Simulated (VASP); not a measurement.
# GaN (I4mm) in VASP: single point with r2SCAN

Aim: the single point of GaN with r2SCAN.

Program: VASP 6.6.1. These are calculated values, not measurements. Logs are shortened: lines on timing, memory, paths and dates and some standing lists are left out, and cuts for length are marked.

**1. The cell of the first run**

The structure is tetragonal, space group I4mm (No. 107). Conventional cell: a = 3.020 Å, b = 3.020 Å, c = 4.270 Å, α = 90.00°, β = 90.00°, γ = 90.00°. Ga (site symmetry 4mm) has 6 N at 2.07 to 2.20 Å within 2.7 Å. N (site symmetry 4mm) has 6 Ga at 2.07 to 2.20 Å within 2.7 Å.

**2. Single point, r2SCAN**

File POSCAR:

```
GaN
1.0
    0.0000000000      2.1352350000      2.1352350000
    2.1352350000      0.0000000000      2.1352350000
    2.1352350000      2.1352350000      0.0000000000
Ga N
1 1
Direct
   -0.0146353914     -0.0146353914      0.0146353914
    0.5000000000      0.5000000000      0.5000000000
```

File INCAR.step1:

```
SYSTEM = GaN
PREC     = Accurate       ! precision mode
ENCUT    = 1460           ! plane-wave cutoff, eV
ISMEAR   = 0              ! smearing method
SIGMA    = 0.05           ! smearing width, eV
LREAL    = .False.        ! projectors in reciprocal space
LASPH    = .True.         ! aspherical terms in the spheres
NELM     = 120            ! most SCF steps
NBANDS   = 16             ! bands
GGA      = PE             ! functional
ALGO     = Normal         ! electronic algorithm
EDIFF    = 1E-5           ! SCF threshold, eV
LWAVE    = .True.         ! write WAVECAR
LCHARG   = .False.        ! write CHGCAR
GGA_COMPAT= .False.
```

File INCAR.step2:

```
SYSTEM = GaN
PREC     = Accurate       ! precision mode
ENCUT    = 1460           ! plane-wave cutoff, eV
EDIFF    = 1E-6           ! SCF threshold, eV
ISMEAR   = 0              ! smearing method
SIGMA    = 0.05           ! smearing width, eV
LREAL    = .False.        ! projectors in reciprocal space
LASPH    = .True.         ! aspherical terms in the spheres
NELM     = 120            ! most SCF steps
ALGO     = Normal         ! electronic algorithm
ISIF     = 2              ! what is computed and relaxed
LWAVE    = .False.        ! write WAVECAR
LCHARG   = .False.        ! write CHGCAR
METAGGA  = R2SCAN         ! meta-GGA
LMIXTAU  = .True.       
NBANDS   = 16             ! bands
ISTART   = 1            
GGA_COMPAT= .False.
```

File KPOINTS:

```
Automatic mesh
0
Gamma
  12 12 12
  0 0 0
```

Potentials or basis: VASP PAW PBE potentials, release 64 (Ga_d, N_h).

The run is started by

```bash
$ cat potpaw_PBE.64/Ga_d/POTCAR potpaw_PBE.64/N_h/POTCAR > POTCAR
$ cp INCAR.step1 INCAR
$ mpirun -np 1 vasp_std > vasp.out
$ cp INCAR.step2 INCAR
$ mpirun -np 1 vasp_std > vasp.out
```

OUTCAR:

```text
SYSTEM = GaN
   PREC = Accurate
   ENCUT = 1460
   EDIFF = 1E-6
   ISMEAR = 0
   LREAL = .False.
   LASPH = .True.
   NELM = 120
   ISIF = 2
   METAGGA = R2SCAN
   ISTART = 1

 ion  position               nearest neighbor table
   1  0.985  0.985  0.015-   2 2.07   2 2.14   2 2.14   2 2.14   2 2.14   2 2.20
   2  0.500  0.500  0.500-   1 2.07   1 2.14   1 2.14   1 2.14   1 2.14   1 2.20

  LATTYP: Found a face centered cubic cell.
 ALAT       =     4.2704700000

  Lattice vectors:

 A1 = (   0.0000000000,   2.1352350000,   2.1352350000)
 A2 = (   2.1352350000,   0.0000000000,   2.1352350000)
 A3 = (   2.1352350000,   2.1352350000,   0.0000000000)

Analysis of symmetry for initial positions (statically):
=====================================================================
 Subroutine PRICEL returns:
 Original cell was already a primitive cell.

 Routine SETGRP: Setting up the symmetry group for a
 face centered cubic supercell.

 Subroutine GETGRP returns: Found  8 space group operations
 (whereof  8 operations were pure point group operations)
 out of a pool of 48 trial point group operations.

The static configuration has the point symmetry C_4v.

Analysis of symmetry for dynamics (positions and initial velocities):
=====================================================================
 Subroutine PRICEL returns:
 Original cell was already a primitive cell.

 Routine SETGRP: Setting up the symmetry group for a
 face centered cubic supercell.

 Subroutine GETGRP returns: Found  8 space group operations
 (whereof  8 operations were pure point group operations)
 out of a pool of 48 trial point group operations.

The dynamic configuration has the point symmetry C_4v.

 Subroutine INISYM returns: Found  8 space group operations
 (whereof  8 operations are pure point group operations),
 and found     1 'primitive' translations

----------------------------------------------------------------------------------------

                                     Primitive cell

  volume of cell :      19.4700

  direct lattice vectors                    reciprocal lattice vectors
     0.000000000  2.135235000  2.135235000    -0.234166263  0.234166263  0.234166263
     2.135235000  0.000000000  2.135235000     0.234166263 -0.234166263  0.234166263
     2.135235000  2.135235000  0.000000000     0.234166263  0.234166263 -0.234166263

  length of vectors
     3.019678296  3.019678296  3.019678296     0.405587864  0.405587864  0.405587864

  position of ions in fractional coordinates (direct lattice)
     0.985364609  0.985364609  0.014635391
     0.500000000  0.500000000  0.500000000

  ion indices of the primitive-cell ions
   primitive index   ion index
                 1           1
                 2           2

----------------------------------------------------------------------------------------

 KPOINTS: Automatic mesh

Automatic generation of k-mesh.
 Grid dimensions read from file:
 generate k-points for:   12   12   12

 Generating k-lattice:

  Cartesian coordinates                     Fractional coordinates (reciprocal lattice)
    -0.019513855  0.019513855  0.019513855     0.083333333  0.000000000  0.000000000
     0.019513855 -0.019513855  0.019513855     0.000000000  0.083333333  0.000000000
     0.019513855  0.019513855 -0.019513855     0.000000000  0.000000000  0.083333333

  Length of vectors
     0.033798989  0.033798989  0.033798989

  Shift w.r.t. Gamma in fractional coordinates (k-lattice)
     0.000000000  0.000000000  0.000000000

 Subroutine IBZKPT returns following result:
 ===========================================

 Found    163 irreducible k-points:

 Following reciprocal coordinates:
            Coordinates               Weight
  0.000000  0.000000  0.000000      1.000000
  0.083333  0.000000  0.000000      8.000000
  0.166667  0.000000  0.000000      8.000000
  0.250000  0.000000  0.000000      8.000000
  0.333333  0.000000  0.000000      8.000000
  0.416667  0.000000  0.000000      8.000000
[... 16 lines left out ...]
  0.000000 -0.333333  0.083333     16.000000
 -0.250000  0.083333  0.000000      8.000000
 [... further k-points ...]
   k-points           NKPTS =    163   k-points in BZ     NKDIM =    163   number of bands    NBANDS=     16
   number of dos      NEDOS =    301   number of ions     NIONS =      2
   total plane-waves  NPLWV =  64000
   dimension x,y,z NGX =    40 NGY =   40 NGZ =   40
   dimension x,y,z NGXF=    80 NGYF=   80 NGZF=   80
   ions per type =               1   1
   NGX,Y,Z   is equivalent  to a cutoff of  22.02, 22.02, 22.02 a.u.
   NGXF,Y,Z  is equivalent  to a cutoff of  44.04, 44.04, 44.04 a.u.
 SYSTEM =  GaN
   PREC   = accura    normal or accurate (medium, high low for compatibility)
   ISTART =      1    job   : 0-new  1-cont  2-samecut
   ICHARG =      0    charge: 1-file 2-atom 10-const
   ISPIN  =      1    spin polarized calculation?
   LNONCOLLINEAR =      F non collinear calculations
   LSORBIT =      F    spin-orbit coupling
   LASPH  =      T    aspherical Exc in radial PAW
   ENCUT  = 1460.0 eV 107.31 Ry   10.36 a.u.   9.41  9.41  9.41*2*pi/ulx,y,z
   NELM   =    120;   NELMIN=  2; NELMDL=  0     # of ELM steps
   EDIFF  = 0.1E-05   stopping-criterion for ELM
   LREAL  =      F    real-space projection
   EDIFFG = 0.1E-04   stopping-criterion for IOM
   NSW    =      0    number of steps for IOM
   IBRION =     -1    ionic relax: 0-MD 1-quasi-New 2-CG
   NFREE  =      0    steps in history (QN), initial steepest desc. (CG)
   ISIF   =      2    stress and relaxation
   ISYM   =      2    0-nonsym 1-usesym 2-fastsym
   POTIM  = 0.5000    time-step for ionic-motion
   TEBEG  =    0.0;   TEEND  =   0.0 temperature during run
   PSTRESS=    0.0 pullay stress
   NELECT =      18.0000    total number of electrons
   NUPDOWN=      -1.0000    fix difference up-down
   EMIN   =  10.00;   EMAX   =-10.00  energy-range for DOS
   EFERMI =   0.00;   METHOD = LEGACY
   ISMEAR =     0;   SIGMA  =   0.05  broadening in eV -4-tet -1-fermi 0-gaus
   EFERMI_NEDOS =   21; number of points for ismear=-14 and -15
   IALGO  =     38    algorithm
   IMIX   =      4    mixing-type and parameters
     AMIX     =   0.40;   BMIX     =  1.00
     AMIX_MAG =   1.60;   BMIX_MAG =  1.00
  volume/ion in A,a.u.               =       9.74        65.70
  Fermi-wavevector in a.u.,A,eV,Ry     =   1.594814  3.013761 34.605481  2.543431
  Thomas-Fermi vector in A             =   2.692830
   LORBIT       =      0    0 simple, 1 ext, 2 COOP (PROOUT), +10 PAW based schemes
   METAGGA = R2SCAN    functional components
   LHFCALC =     F    Hartree Fock is set to
   AEXX    =    0.0000 exact exchange contribution
   IVDW    =     0    specifies the selected vdW correction
   LEPSILON=     F    determine dielectric tensor
   LRPA    =     F    only Hartree local field effects (RPA)
 non-spin polarized calculation
 Gauss-broadening in eV      SIGMA  =   0.05
  energy-cutoff  :     1460.00
  volume of cell :       19.47
 maximum number of plane-waves:      2488
 NGX is ok and might be reduce to    40
   NGX = 19   NGY = 19   NGZ = 19

 number of electron      18.0000000 magnetization

 Free energy of the ion-electron system (eV)
  ---------------------------------------------------
  ext. energy  EPLUGINS =         0.00000000
  ---------------------------------------------------
  free energy    TOTEN  =       -20.96089470 eV

  energy without entropy =      -20.96089470  energy(sigma->0) =      -20.96089470

 E-fermi :   7.9662     XC(G=0): -13.9645

 val. band max:        7.6375562328   @ k =  -0.1667   0.1667   0.0000
 cond. band min:       8.5290302267   @ k =   0.0000   0.5000   0.5000
 fundamental gap:      0.8914739939
 Fermi energy:         7.9661843091

 k-point     1 :       0.0000    0.0000    0.0000
  band No.  band energies     occupation
      1     -10.1371      2.00000
      2      -6.7832      2.00000
      3      -6.7832      2.00000
      4      -6.7819      2.00000
      5      -6.7243      2.00000
      6      -6.7192      2.00000
[... 8 lines left out ...]
     15      24.1950      0.00000
     16      24.1950      0.00000

 k-point     2 :       0.0833    0.0000    0.0000
  band No.  band energies     occupation
      1     -10.0056      2.00000
      2      -6.7881      2.00000
      3      -6.7773      2.00000
      4      -6.7760      2.00000
      5      -6.7321      2.00000
      6      -6.7275      2.00000
[... 8 lines left out ...]
     15      24.1364      0.00000
     16      24.3037      0.00000

 k-point     3 :       0.1667    0.0000    0.0000
  band No.  band energies     occupation
      1      -9.6212      2.00000
      2      -6.8067      2.00000
      3      -6.7935      2.00000
      4      -6.7879      2.00000
      5      -6.7195      2.00000
      6      -6.7178      2.00000
[... 8 lines left out ...]
     15      24.7802      0.00000
     16      24.8039      0.00000

 k-point     4 :       0.2500    0.0000    0.0000
  band No.  band energies     occupation
      1      -9.0203      2.00000
      2      -6.8522      2.00000
      3      -6.8439      2.00000
      4      -6.8094      2.00000
      5      -6.6763      2.00000
      6      -6.6755      2.00000
[... 8 lines left out ...]
     15      26.0666      0.00000
     16      26.0760      0.00000

 k-point     5 :       0.3333    0.0000    0.0000
  band No.  band energies     occupation
      1      -8.2860      2.00000
      2      -6.9043      2.00000
      3      -6.8975      2.00000
      4      -6.8277      2.00000
      5      -6.6297      2.00000
      6      -6.6293      2.00000
[... 8 lines left out ...]
     15      27.8277      0.00000
     16      27.8343      0.00000

 k-point     6 :       0.4167    0.0000    0.0000
  band No.  band energies     occupation
      1      -7.5994      2.00000
      2      -6.9411      2.00000
      3      -6.9369      2.00000
      4      -6.8475      2.00000
      5      -6.5947      2.00000
      6      -6.5945      2.00000
[... 8 lines left out ...]
     15      29.9234      0.00000
     16      29.9294      0.00000
[... 267 lines left out ...]
 k-point    21 :       0.0000   -0.4167    0.0833
  band No.  band energies     occupation
      1      -7.6220      2.00000
      2      -6.9399      2.00000
      3      -6.9292      2.00000
      4      -6.7453      2.00000
      5      -6.5960      2.00000
      6      -6.4040      2.00000
[... 8 lines left out ...]
     15      29.5668      0.00000
     16      30.4381      0.00000

 k-point    22 :      -0.3333    0.0833    0.0000
  band No.  band energies     occupation
      1      -8.0629      2.00000
      2      -6.9156      2.00000
      3      -6.9073      2.00000
      4      -6.7860      2.00000
      5      -6.6327      2.00000
      6      -6.5162      2.00000
[... 8 lines left out ...]
     15      27.3586      0.00000
     16      29.7155      0.00000

 k-point    23 :       0.0000   -0.3333    0.0833
  band No.  band energies     occupation
      1      -8.0604      2.00000
      2      -6.9169      2.00000
      3      -6.9072      2.00000
      4      -6.7868      2.00000
      5      -6.6332      2.00000
      6      -6.5173      2.00000
[... 8 lines left out ...]
     15      27.3684      0.00000
     16      29.6943      0.00000

 k-point    24 :      -0.2500    0.0833    0.0000
  band No.  band energies     occupation
      1      -8.7231      2.00000
      2      -6.8724      2.00000
      3      -6.8637      2.00000
      4      -6.8026      2.00000
      5      -6.6814      2.00000
      6      -6.5969      2.00000
[... 8 lines left out ...]
     15      25.5107      0.00000
     16      28.1536      0.00000

 [... further k-points ...]
[... 5 lines left out ...]
  --------------------------------------------------------------------------------------
  -------------------------------------------------------------------------------------
  Total       -0.9370299     -0.9370299     -0.7257515      0.0000000      0.0000000      0.0000000
  in kB      -77.1075698    -77.1075698    -59.7216046      0.0000000      0.0000000      0.0000000
  external PRESSURE =     -71.3122481 kB  Pullay stress =       0.0000000 kB

 VOLUME and BASIS-vectors are now :
 -----------------------------------------------------------------------------
  energy-cutoff  :     1460.00
  volume of cell :       19.47
      direct lattice vectors                 reciprocal lattice vectors
     0.000000000  2.135235000  2.135235000    -0.234166263  0.234166263  0.234166263
     2.135235000  0.000000000  2.135235000     0.234166263 -0.234166263  0.234166263
     2.135235000  2.135235000  0.000000000     0.234166263  0.234166263 -0.234166263

 POSITION                                       TOTAL-FORCE (eV/Angst)
 -----------------------------------------------------------------------------------
      2.13524      2.13524      4.20797         0.000000      0.000000      0.129990
      2.13524      2.13524      2.13524         0.000000      0.000000     -0.129990
 -----------------------------------------------------------------------------------
    total drift:                                0.000000      0.000000     -0.001331

  FREE ENERGIE OF THE ION-ELECTRON SYSTEM (eV)
  ---------------------------------------------------
  free  energy   TOTEN  =       -20.9608946992 eV

  energy  without entropy=      -20.9608946992  energy(sigma->0) =      -20.96089470
```

Wall time 21 min (1 thread of Intel Xeon Platinum 8259CL at 2.50GHz (Skylake/Cascade Lake), shared host); peak memory 0.45 GiB.

What came out:

```
Free energy            : -20.9609 eV
Pressure               : -7.1 GPa
Largest force          : 0.130 eV/Å
Band gap on the k mesh : 0.89 eV (least direct gap 2.90 eV)
```

Forces in eV/Å, atoms in the order of the input:
```
Ga   0.000  0.000  0.130
N    0.000  0.000 -0.130
```

Stress tensor (GPa, compression positive):
```
-7.71  0.00  0.00
 0.00 -7.71  0.00
 0.00  0.00 -5.97
```

Caveat: the cell differs from its parent crystal (all Ga atoms moved +0.062 Å, as atom 1 towards its neighbour atom 2 (N) at 2.135 Å); the cell stands under tension; the PAW data sets were made with another functional, which shifts forces and pressure a little. A k mesh can miss the band edges.
